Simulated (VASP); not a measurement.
Here is a VASP 6.6.1 calculation.

Contents of INCAR:

```
PREC = Accurate
ENCUT = 520
EDIFF = 1E-6
ISMEAR = 0
SIGMA = 0.1
LREAL = F
LASPH = T
NELM = 80
ALGO = Normal
ISIF = 2
LWAVE = F
LCHARG = T
LELF = T
LVHAR = T
NBANDS = 11
```

Contents of KPOINTS:

```
regular mesh
0
Gamma
  18 18 18
```

The input POSCAR:

```
Pt
1.0
    0.0000000000      2.0135435180      2.0135435180
    2.0135435180      0.0000000000      2.0135435180
    2.0135435180      2.0135435180      0.0000000000
Pt
1
Direct
    0.0000000000      0.0000000000      0.0000000000
```

Potentials or basis: VASP PAW LDA potentials, release 64 (Pt).

Run with:

```sh
$ cat potpaw_LDA.64/Pt/POTCAR > POTCAR
$ mpirun -np 1 vasp_std > vasp.out
```

(1) Estimate the band gap on the k mesh.

(2) Predict the pressure.

Answers

(1) zero (bands 5 and 6 overlap by 1.93 eV).

(2) -23.1 GPa.

Caveat: the cell differs from its parent crystal (strained); the cell stands under tension; spin-orbit coupling is left out, which moves the levels of the heavy elements.
